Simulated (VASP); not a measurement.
**Hf6B3Ru7W8: single point with PBE**

The system is Hf6B3Ru7W8.

```
W Ru Hf B
1.0
     7.37500   -0.15302   -0.05731
    -0.15302    7.25509   -0.11073
    -0.05731   -0.11073    6.95774
W Ru Hf B
8 7 6 3
Direct
  0.28742 0.59080 0.16403
  0.81869 0.67326 0.63272
  0.65605 0.99623 0.43506
  0.33622 0.87485 0.48654
  0.46633 0.01794 0.17120
  0.43724 0.20074 0.76836
  0.98881 0.50848 0.37329
  0.73228 0.07736 0.90185
  0.58708 0.48325 0.87283
  0.70863 0.29476 0.22498
  0.34232 0.28908 0.39773
  0.53450 0.61692 0.45890
  0.21409 0.54455 0.63456
  0.66489 0.31836 0.58242
  0.47539 0.81479 0.77346
  0.08278 0.19249 0.10926
  0.02998 0.86598 0.30754
  0.10788 0.86301 0.86678
  0.68532 0.73528 0.10314
  0.01882 0.20230 0.61350
  0.93695 0.51073 0.98201
  0.20035 0.41935 0.89499
  0.77544 0.01119 0.16474
  0.41504 0.36183 0.08960
```

```yaml
Program: VASP 6.6.1
Task: single point
Functional: PBE
Potentials_or_basis: VASP PAW PBE potentials, release 64 (W_sv, Ru_pv, Hf_pv, B)
Cutoff: 520 eV
k_mesh: 1 × 1 × 1, shifted
Occupations: fermi-dirac, width 0.262 eV
Spin: no spin polarisation
Dipole_correction: no
Further_INCAR_settings: LREAL = Auto; ALGO = Normal; EDIFF = 1e-06; NBANDS = 158; ISYM = 0
```

* Pressure: 18.1 GPa
* Largest force: 7.889 eV/Å
* Band gap on the k mesh: zero (an odd number of electrons rules out a gap without spin polarisation)

Forces on the atoms (eV/Å):
```
W   -0.211  3.327  0.227
W    0.357  2.927  1.678
W    3.970 -1.128  6.145
W   -3.152  2.479  0.172
W   -5.225  0.321 -5.902
W   -5.948 -3.408  1.223
W   -0.072 -1.737  0.068
W    1.034  1.161 -5.454
Ru  -1.123  1.586  1.604
Ru  -0.075  2.120 -1.415
Ru  -0.185 -0.595 -1.124
Ru  -0.347 -1.923 -1.431
Ru   0.325  0.842  1.237
Ru   4.105  0.242 -1.145
Ru   1.780 -0.013  3.473
Hf   0.508  0.725 -0.010
Hf  -0.930 -1.151 -0.486
Hf   1.180  0.191 -0.895
Hf  -0.930 -1.635  1.064
Hf   0.322 -0.250  0.919
Hf  -0.464 -0.634 -1.774
B    2.391 -1.796 -0.458
B    1.836  1.851  2.929
B    0.853 -3.502 -0.645
```

Stress tensor (GPa, compression positive):
```
15.04  0.52  3.90
 0.52 18.51  2.12
 3.90  2.12 20.70
```

Levels at points of the mesh, in eV from the Fermi level:
```tsv
k point	band 137	band 138	band 139	band 140	band 141	band 142	band 143	band 144
(0.25, 0.25, 0.25)	-0.28	-0.21	-0.14	-0.08	0.01	0.22	0.35	0.42
```

Run time: 4.6 min on 1 thread of Intel(R) Xeon(R) Platinum 8259CL CPU @ 2.50GHz (Skylake/Cascade Lake), on a shared host, peak memory 0.44 GiB.

Caveat: the k points lie up to 0.90 Å⁻¹ apart, too coarse for converged energies and pressures of a metal; the atoms stand as in a frame of molecular dynamics; so wide a smearing shifts energies and pressures; spin-orbit coupling is left out, which moves the levels of the heavy elements.
